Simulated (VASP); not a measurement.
# Cs (Im-3m) in VASP: notebook, part 2 of 2

VASP 6.6.1. Earlier steps stand in the parts before.

## Step 3: Single point, LDA

This run uses another cell than the first one, of 28.52 Å³/atom.

Input file INCAR:

```
ALGO     = Normal         # electronic algorithm
EDIFF    = 1E-6           # SCF threshold, eV
ENCUT    = 500            # plane-wave cutoff, eV
GGA_COMPAT= F            
ISIF     = 2              # what is computed and relaxed
ISMEAR   = 0              # smearing method
LASPH    = T              # aspherical terms in the spheres
LCHARG   = T              # write CHGCAR
LELF     = T              # ELF
LREAL    = F              # projectors in reciprocal space
LVHAR    = T            
LWAVE    = F              # write WAVECAR
NBANDS   = 10             # bands
NELM     = 120            # most SCF steps
PREC     = Accurate       # precision mode
SIGMA    = 0.05           # smearing width, eV
```

Input file KPOINTS:

```
k-points
0
Gamma
  5 5 5
```

Input file POSCAR:

```
Cs
1.0
   -1.9247477360      1.9247477360      1.9247477360
    1.9247477360     -1.9247477360      1.9247477360
    1.9247477360      1.9247477360     -1.9247477360
Cs
1
Direct
    0.0000000000      0.0000000000      0.0000000000
```

Potentials or basis: VASP PAW LDA potentials, release 64 (Cs_sv).

On the command line:

```bash
$ cat potpaw_LDA.64/Cs_sv/POTCAR > POTCAR
$ mpirun -np 1 vasp_std > vasp.out
```

Wall time 1.3 s (1 thread of Intel Xeon 6975P-C (Granite Rapids), shared host); peak memory 0.12 GiB.

It converged, with:

```
Free energy            : 0.2578 eV
Pressure               : 16.3 GPa
Band gap on the k mesh : zero (an odd number of electrons rules out a gap without spin polarisation)
```

Levels at points of the mesh, in eV from the Fermi level:
```tsv
k point	band 1	band 2	band 3	band 4	band 5	band 6	band 7	band 8
(0.00, 0.00, 0.00)	-25.25	-8.72	-8.72	-8.72	-0.32	3.31	3.31	3.31
```

Caveat: the k points lie up to 0.46 Å⁻¹ apart, too coarse for converged energies and pressures of a metal; spin-orbit coupling is left out, which moves the levels of the heavy elements.

## Step 4: Single point, LDA

This run uses another cell than the first one, of 24.32 Å³/atom.

Input file INCAR:

```
PREC = Accurate
ENCUT = 500
EDIFF = 1E-6
ISMEAR = 0
SIGMA = 0.05
LREAL = False
LASPH = True
NELM = 120
ALGO = Normal
ISIF = 2
LWAVE = False
LCHARG = False
GGA = CA
NBANDS = 10
GGA_COMPAT = False
```

Input file KPOINTS:

```
Automatic mesh
0
Gamma
  5 5 5
```

Input file POSCAR:

```
Cs
1.0
   -1.8252724842      1.8252724842      1.8252724842
    1.8252724842     -1.8252724842      1.8252724842
    1.8252724842      1.8252724842     -1.8252724842
Cs
1
Direct
    0.0000000000      0.0000000000      0.0000000000
```

On the command line:

```bash
$ cat potpaw_LDA.64/Cs_sv/POTCAR > POTCAR
$ mpirun -np 1 vasp_std > vasp.out
```

Wall time 1.3 s (1 thread of Intel Xeon 6975P-C (Granite Rapids), shared host); peak memory 0.12 GiB.

The run converged. Its results:

```
Free energy            : 0.8663 eV
Pressure               : 32.6 GPa
Band gap on the k mesh : zero (an odd number of electrons rules out a gap without spin polarisation)
```

Levels at points of the mesh, in eV from the Fermi level:
```csv
k point,band 1,band 2,band 3,band 4,band 5,band 6,band 7,band 8
"(0.00, 0.00, 0.00)",-26.04,-8.04,-8.04,-8.04,1.06,3.57,3.57,3.57
```

Caveat: the k points lie up to 0.49 Å⁻¹ apart, too coarse for converged energies and pressures of a metal; spin-orbit coupling is left out, which moves the levels of the heavy elements.

## Step 5: Single point, LDA

This run uses another cell than the first one, of 95.18 Å³/atom.

Input file INCAR:

```
PREC     = Accurate       # precision mode
ENCUT    = 500            # plane-wave cutoff, eV
EDIFF    = 1E-6           # SCF threshold, eV
ISMEAR   = 0              # smearing method
SIGMA    = 0.05           # smearing width, eV
LREAL    = False          # projectors in reciprocal space
LASPH    = True           # aspherical terms in the spheres
NELM     = 120            # most SCF steps
ALGO     = Normal         # electronic algorithm
ISIF     = 2              # what is computed and relaxed
LWAVE    = False          # write WAVECAR
LCHARG   = True           # write CHGCAR
GGA      = CA             # functional
LELF     = True           # ELF
LVHAR    = True         
NBANDS   = 10             # bands
GGA_COMPAT= False
```

KPOINTS is that of step 4.

Input file POSCAR:

```
Cs
1.0
   -2.8762590306      2.8762590306      2.8762590306
    2.8762590306     -2.8762590306      2.8762590306
    2.8762590306      2.8762590306     -2.8762590306
Cs
1
Direct
    0.0000000000      0.0000000000      0.0000000000
```

Potentials or basis: VASP PAW LDA potentials, release 64 (Cs_sv).

On the command line:

```bash
$ cat potpaw_LDA.64/Cs_sv/POTCAR > POTCAR
$ mpirun -np 1 vasp_std > vasp.out
```

OUTCAR:

```text
PREC = Accurate
   ENCUT = 500
   EDIFF = 1E-6
   ISMEAR = 0
   LREAL = False
   LASPH = True
   NELM = 120
   ISIF = 2
   GGA = CA

 ion  position               nearest neighbor table
   1  0.000  0.000  0.000-

  LATTYP: Found a body centered cubic cell.
 ALAT       =     5.7525180612

  Lattice vectors:

 A1 = (  -2.8762590306,   2.8762590306,   2.8762590306)
 A2 = (   2.8762590306,  -2.8762590306,   2.8762590306)
[... 292 lines left out ...]
      8       3.8318      0.00000
      9       3.8318      0.00000
     10       5.2943      0.00000

------------------------ aborting loop because EDIFF is reached ----------------------------------------

  FORCE on cell =-STRESS in cart. coord.  units (eV):
  Direction    XX          YY          ZZ          XY          YZ          ZX
  --------------------------------------------------------------------------------------
  -------------------------------------------------------------------------------------
  Total        0.0018881      0.0018881      0.0018881      0.0000000      0.0000000     -0.0000000
  in kB        0.0317826      0.0317826      0.0317826      0.0000000      0.0000000     -0.0000000
  external PRESSURE =       0.0317826 kB  Pullay stress =       0.0000000 kB

 VOLUME and BASIS-vectors are now :
 -----------------------------------------------------------------------------
  energy-cutoff  :      500.00
  volume of cell :       95.18
      direct lattice vectors                 reciprocal lattice vectors
    -2.876259031  2.876259031  2.876259031     0.000000000  0.173836916  0.173836916
     2.876259031 -2.876259031  2.876259031     0.173836916  0.000000000  0.173836916
     2.876259031  2.876259031 -2.876259031     0.173836916  0.173836916  0.000000000

 POSITION                                       TOTAL-FORCE (eV/Angst)
 -----------------------------------------------------------------------------------
      0.00000      0.00000      0.00000        -0.000000      0.000000      0.000000
 -----------------------------------------------------------------------------------
    total drift:                               -0.000000      0.000000      0.000000

  FREE ENERGIE OF THE ION-ELECTRON SYSTEM (eV)
  ---------------------------------------------------
  free  energy   TOTEN  =        -0.9992233565 eV

  energy  without entropy=       -0.9944169632  energy(sigma->0) =       -0.99682016
```

OSZICAR:

```text
N       E                     dE             d eps       ncg     rms          rms(c)
DAV:   1     0.527821658071E+02    0.52782E+02   -0.30096E+03   200   0.637E+02
DAV:   2     0.401175651467E+01   -0.48770E+02   -0.47982E+02   252   0.117E+02
DAV:   3    -0.933729562635E+00   -0.49455E+01   -0.49422E+01   236   0.391E+01
DAV:   4    -0.100102758620E+01   -0.67298E-01   -0.67293E-01   240   0.555E+00
DAV:   5    -0.100136839290E+01   -0.34081E-03   -0.34080E-03   260   0.344E-01    0.151E-01
DAV:   6    -0.999730439578E+00    0.16380E-02   -0.22670E-03   244   0.215E-01    0.882E-02
DAV:   7    -0.999195278246E+00    0.53516E-03   -0.29130E-03   228   0.243E-01    0.394E-02
DAV:   8    -0.999222666293E+00   -0.27388E-04   -0.57028E-05   240   0.515E-02    0.372E-03
DAV:   9    -0.999223356490E+00   -0.69020E-06   -0.10210E-06   216   0.520E-03
   1 F= -.99922336E+00 E0= -.99682016E+00  d E =-.480639E-02
```

stdout:

```text
POSCAR found type information on POSCAR Cs
 POSCAR found :  1 types and       1 ions
 scaLAPACK will be used
 LDA part: xc-table for (Slater(with rela. corr.)+CA(PZ))
 , standard interpolation
 POSCAR, INCAR and KPOINTS ok, starting setup
 FFT: planning ... GRIDC
 FFT: planning ... GRID_SOFT
 FFT: planning ... GRID
 WAVECAR not read
 entering main loop
```

It took 3.2 s on 1 thread of Intel Xeon 6975P-C (Granite Rapids), shared host; peak memory 0.16 GiB.

What came out:

| Property | Result |
| --- | --- |
| Free energy | -0.9992 eV |
| Pressure | 0.0 GPa |
| Band gap on the k mesh | zero (an odd number of electrons rules out a gap without spin polarisation) |

Caveat: spin-orbit coupling is left out, which moves the levels of the heavy elements.

## Step 6: The runs side by side

```csv
cell,gap on the mesh (eV),pressure (GPa)
"a = 3.067 Å, angles 109.5°, 1 atom",none,48.8
"a = 3.334 Å, angles 109.5°, 1 atom",none,16.3
"a = 3.161 Å, angles 109.5°, 1 atom",none,32.6
"a = 4.982 Å, angles 109.5°, 1 atom",none,0.0
```

Alike in all rows: task single point; level LDA; potentials or basis VASP PAW LDA potentials, release 64 (Cs_sv); no spin polarisation; k mesh 5 × 5 × 5; cutoff (eV) 500; smearing gaussian 0.05 eV.

Caveats: some runs use coarse meshes; spin-orbit coupling is left out, which moves the levels of the heavy elements.

Absolute energies hang on the potentials; compare differences alone.
